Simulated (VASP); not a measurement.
Here is a VASP 6.6.1 calculation.

INCAR

```
PREC = Accurate ; ENCUT = 520
EDIFF = 1E-7 ; ISMEAR = 0
SIGMA = 0.1 ; LREAL = False
LASPH = True ; NELM = 100
ALGO = Fast ; ISIF = 2
LWAVE = False ; LCHARG = True
GGA = PE ; LELF = True
LVHAR = True ; NBANDS = 32
```

KPOINTS

```
Automatic mesh
0
Gamma
  12 12 6
```

POSCAR

```
Mn2ZnAs2
1.0
    3.9866423862      0.0000000000      0.0000000000
   -1.9933211931      3.4525335822      0.0000000000
    0.0000000000      0.0000000000      6.3918537659
Mn Zn As
2 1 2
Direct
    0.3333333333      0.6666666667      0.3694400000
    0.6666666667      0.3333333333      0.6305600000
    0.0000000000      0.0000000000      0.0000000000
    0.3333333333      0.6666666667      0.7679300000
    0.6666666667      0.3333333333      0.2320700000
```

Potentials or basis: VASP PAW PBE potentials, release 64 (Mn_pv, Zn, As).

Run with:

```console
$ cat potpaw_PBE.64/Mn_pv/POTCAR potpaw_PBE.64/Zn/POTCAR potpaw_PBE.64/As/POTCAR > POTCAR
$ mpirun -np 1 vasp_std > vasp.out
```

Question: Estimate the largest force.

Answer: 1.841 eV/Å.

Question: What does it give for the pressure?

Answer: -11.6 GPa.

Question: Predict the band gap on the k mesh.

Answer: Zero (band 24 reaches 5.38 eV, above the bottom of band 25 at 5.12 eV).

Forces in eV/Å, atoms in the order of the input:
```
Mn   0.000  0.000  0.839
Mn   0.000  0.000 -0.839
Zn   0.000  0.000  0.000
As   0.000  0.000 -1.841
As   0.000  0.000  1.841
```

Caveat: forces of over 1 eV/Å act on the atoms, so gaps and moduli don't describe the material at rest. Spin polarisation is off, so any magnetic state and its effect on volume and gap are missing.
